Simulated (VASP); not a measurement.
# PbO2 (Fm-3m) in VASP: single point with PBE0

Aim: the single point of PbO2 with PBE0.

Program: VASP 6.6.1. These are calculated values, not measurements. Logs are shortened: lines on timing, memory, paths and dates and some standing lists are left out, and cuts for length are marked.

### 1 The cell of the first run

It takes space group Fm-3m (No. 225, cubic). The conventional cell has a = 5.268 Å, b = 5.268 Å, c = 5.268 Å, α = 90.00°, β = 90.00°, γ = 90.00°. Pb (site symmetry m-3m) has 8 O at 2.28 Å within 3.0 Å. Within 3.0 Å of O (site symmetry -43m) lie 4 Pb at 2.28 Å and 6 O at 2.63 Å.

### 2 Single point, PBE0

Input file POSCAR:

```
PbO2
1.0
    0.0000000000      2.6342254252      2.6342254252
    2.6342254252      0.0000000000      2.6342254252
    2.6342254252      2.6342254252      0.0000000000
Pb O
1 2
Direct
    0.0000000000      0.0000000000      0.0000000000
    0.7500000000      0.7500000000      0.7500000000
    0.2500000000      0.2500000000      0.2500000000
```

Input file INCAR.step1:

```
SYSTEM = PbO2
  PREC = Accurate
  ENCUT = 520
  EDIFF = 1E-5
  ISMEAR = -1
  SIGMA = 0.05
  LREAL = .False.
  LASPH = .True.
  NELM = 100
  ALGO = Normal
  ISIF = 2
  LWAVE = .True.
  NBANDS = 20
  GGA = PE
  KPAR = 2
```

Input file INCAR.step2:

```
SYSTEM = PbO2
  PREC = Accurate
  ENCUT = 520
  EDIFF = 1E-7
  ISMEAR = -1
  SIGMA = 0.05
  LREAL = .False.
  LASPH = .True.
  NELM = 100
  ALGO = Normal
  ISIF = 2
  LWAVE = .False.
  LCHARG = .True.
  GGA = PE
  LHFCALC = .True.
  AEXX = 0.25
  PRECFOCK = Normal
  LVHAR = .True.
  NBANDS = 20
  ISTART = 1
  KPAR = 2
```

Input file KPOINTS:

```
Automatic mesh
0
Gamma
  6 6 6
  0 0 0
```

Potentials or basis: VASP PAW PBE potentials, release 64 (Pb_d, O).

Command:

```bash
$ cat potpaw_PBE.64/Pb_d/POTCAR potpaw_PBE.64/O/POTCAR > POTCAR
$ cp INCAR.step1 INCAR
$ mpirun -np 2 vasp_std > vasp.out
$ cp INCAR.step2 INCAR
$ mpirun -np 2 vasp_std > vasp.out
```

OUTCAR:

```text
SYSTEM = PbO2
   PREC = Accurate
   ENCUT = 520
   EDIFF = 1E-7
   ISMEAR = -1
   LREAL = .False.
   LASPH = .True.
   NELM = 100
   ISIF = 2
   GGA = PE
   LHFCALC = .True.
   AEXX = 0.25
   PRECFOCK = Normal
   ISTART = 1

 ion  position               nearest neighbor table
   1  0.000  0.000  0.000-   2 2.28   2 2.28   2 2.28   2 2.28   3 2.28   3 2.28   3 2.28   3 2.28

   2  0.750  0.750  0.750-   1 2.28   1 2.28   1 2.28   1 2.28
   3  0.250  0.250  0.250-   1 2.28   1 2.28   1 2.28   1 2.28

  LATTYP: Found a face centered cubic cell.
 ALAT       =     5.2684508504

  Lattice vectors:

 A1 = (   0.0000000000,   2.6342254252,   2.6342254252)
 A2 = (   2.6342254252,   0.0000000000,   2.6342254252)
 A3 = (   2.6342254252,   2.6342254252,   0.0000000000)

Analysis of symmetry for initial positions (statically):
=====================================================================
 Subroutine PRICEL returns:
 Original cell was already a primitive cell.

 Routine SETGRP: Setting up the symmetry group for a
 face centered cubic supercell.

 Subroutine GETGRP returns: Found 48 space group operations
 (whereof 48 operations were pure point group operations)
 out of a pool of 48 trial point group operations.

The static configuration has the point symmetry O_h .

Analysis of symmetry for dynamics (positions and initial velocities):
=====================================================================
 Subroutine PRICEL returns:
 Original cell was already a primitive cell.

 Routine SETGRP: Setting up the symmetry group for a
 face centered cubic supercell.

 Subroutine GETGRP returns: Found 48 space group operations
 (whereof 48 operations were pure point group operations)
 out of a pool of 48 trial point group operations.

The dynamic configuration has the point symmetry O_h .

 Subroutine INISYM returns: Found 48 space group operations
 (whereof 48 operations are pure point group operations),
 and found     1 'primitive' translations

----------------------------------------------------------------------------------------

                                     Primitive cell

  volume of cell :      36.5585
[... 81 lines left out ...]
   NELM   =    100;   NELMIN=  2; NELMDL=  0     # of ELM steps
   EDIFF  = 0.1E-06   stopping-criterion for ELM
   LREAL  =      F    real-space projection
   EDIFFG = 0.1E-05   stopping-criterion for IOM
   NSW    =      0    number of steps for IOM
   IBRION =     -1    ionic relax: 0-MD 1-quasi-New 2-CG
   NFREE  =      0    steps in history (QN), initial steepest desc. (CG)
   ISIF   =      2    stress and relaxation
   ISYM   =      3    0-nonsym 1-usesym 2-fastsym
   POTIM  = 0.5000    time-step for ionic-motion
   TEBEG  =    0.0;   TEEND  =   0.0 temperature during run
   PSTRESS=    0.0 pullay stress
   NELECT =      26.0000    total number of electrons
   NUPDOWN=      -1.0000    fix difference up-down
   EMIN   =  10.00;   EMAX   =-10.00  energy-range for DOS
   EFERMI =   0.00;   METHOD = LEGACY
   ISMEAR =    -1;   SIGMA  =   0.05  broadening in eV -4-tet -1-fermi 0-gaus
   EFERMI_NEDOS =   21; number of points for ismear=-14 and -15
   IALGO  =     38    algorithm
   IMIX   =      1    mixing-type and parameters
     AMIX     =   0.40;   BMIX     =  1.00
     AMIX_MAG =   1.60;   BMIX_MAG =  1.00
  volume/ion in A,a.u.               =      12.19        82.24
  Fermi-wavevector in a.u.,A,eV,Ry     =   1.461290  2.761437 29.053443  2.135368
  Thomas-Fermi vector in A             =   2.577639
   LORBIT       =      0    0 simple, 1 ext, 2 COOP (PROOUT), +10 PAW based schemes
   GGA     = PE    functional components
   LHFCALC =     T    Hartree Fock is set to
   PRECFOCK=normal    Normal, Fast or Accurate (Low or Medium for compatibility)
   ENCUT4O =  -1.0   cutoff for four orbital integrals eV
   NKREDX  =     1    reduce k-point grid by
   NKREDY  =     1    reduce k-point grid by
   NKREDZ  =     1    reduce k-point grid by
   AEXX    =    0.2500 exact exchange contribution
   HFSCREEN=    0.0000 screening length (either q_TF or 0.3 A-1)
   HFSCREENC=   0.0000 screening length for correlation (either q_TF or 0.3 A-1)
   ENCUTFOCK=  -1.0 apply spherical cutoff to Coloumb kernel
   IVDW    =     0    specifies the selected vdW correction
   LEPSILON=     F    determine dielectric tensor
   LRPA    =     F    only Hartree local field effects (RPA)
 non-spin polarized calculation
  energy-cutoff  :      520.00
  volume of cell :       36.56
 maximum number of plane-waves:      1002
  NGX = 24; NGY = 24; NGZ = 24

 number of electron      26.0000015 magnetization

 Free energy of the ion-electron system (eV)
  ---------------------------------------------------
  ext. energy  EPLUGINS =         0.00000000
  ---------------------------------------------------
  free energy    TOTEN  =       -21.55167447 eV

  energy without entropy =      -21.55004344  energy(sigma->0) =      -21.55085896

 E-fermi :   5.3991     XC(G=0):  -9.0822

 val. band max:        5.2783752010   @ k =  -0.3333   0.5000   0.1667
 cond. band min:       7.4990737589   @ k =   0.1667   0.0000   0.0000
 fundamental gap:      2.2206985579
 Fermi energy:         5.3990764165

 k-point     1 :       0.0000    0.0000    0.0000
  band No.  band energies     occupation
      1     -15.6662      2.00000
      2     -12.2432      2.00000
      3     -11.8895      2.00000
      4     -11.8895      2.00000
      5     -11.8895      2.00000
      6     -11.4936      2.00000
[... 357 lines left out ...]
     19      24.8783      0.00000
     20      25.0007      0.00000

------------------------ aborting loop because EDIFF is reached ----------------------------------------

  FORCE on cell =-STRESS in cart. coord.  units (eV):
  Direction    XX          YY          ZZ          XY          YZ          ZX
  --------------------------------------------------------------------------------------
  -------------------------------------------------------------------------------------
  Total        0.1173731      0.1173731      0.1173731      0.0000000      0.0000000     -0.0000000
  in kB        5.1438727      5.1438727      5.1438727      0.0000000      0.0000000     -0.0000000
  external PRESSURE =       5.1438727 kB  Pullay stress =       0.0000000 kB

 VOLUME and BASIS-vectors are now :
 -----------------------------------------------------------------------------
  energy-cutoff  :      520.00
  volume of cell :       36.56
      direct lattice vectors                 reciprocal lattice vectors
     0.000000000  2.634225425  2.634225425    -0.189809116  0.189809116  0.189809116
     2.634225425  0.000000000  2.634225425     0.189809116 -0.189809116  0.189809116
     2.634225425  2.634225425  0.000000000     0.189809116  0.189809116 -0.189809116

 POSITION                                       TOTAL-FORCE (eV/Angst)
 -----------------------------------------------------------------------------------
      0.00000      0.00000      0.00000         0.000000     -0.000000     -0.000000
      3.95134      3.95134      3.95134        -0.000000      0.000000     -0.000000
      1.31711      1.31711      1.31711         0.000000      0.000000      0.000000
 -----------------------------------------------------------------------------------
    total drift:                                0.000000      0.000001      0.000000

  FREE ENERGIE OF THE ION-ELECTRON SYSTEM (eV)
  ---------------------------------------------------
  free  energy   TOTEN  =       -21.5516744721 eV

  energy  without entropy=      -21.5500434423  energy(sigma->0) =      -21.55085896
```

OUTCAR.step1:

```text
SYSTEM = PbO2
   PREC = Accurate
   ENCUT = 520
   EDIFF = 1E-5
   ISMEAR = -1
   LREAL = .False.
   LASPH = .True.
[... 581 lines left out ...]
      0.00000      0.00000      0.00000        -0.000000      0.000000     -0.000000
      3.95134      3.95134      3.95134         0.000000      0.000000      0.000000
      1.31711      1.31711      1.31711        -0.000000     -0.000000     -0.000000
 -----------------------------------------------------------------------------------
    total drift:                                0.000000     -0.000000      0.000000

  FREE ENERGIE OF THE ION-ELECTRON SYSTEM (eV)
  ---------------------------------------------------
  free  energy   TOTEN  =       -15.4969396890 eV

  energy  without entropy=      -15.4952534415  energy(sigma->0) =      -15.49609657
```

It took 39 min on 2 MPI ranks of Intel Xeon Platinum 8375C at 2.90GHz (Ice Lake), shared host; peak memory 0.18 GiB.

What came out:

```
Free energy            : -21.5517 eV
Pressure               : 0.5 GPa
Band gap on the k mesh : zero (bands 13 and 14 overlap by 1.01 eV)
```

Caveat: the PAW data sets were made with another functional, which shifts forces and pressure a little; spin-orbit coupling is left out, which moves the levels of the heavy elements.

The gap in the log of VASP goes by the Fermi energy; the results here count the filled bands.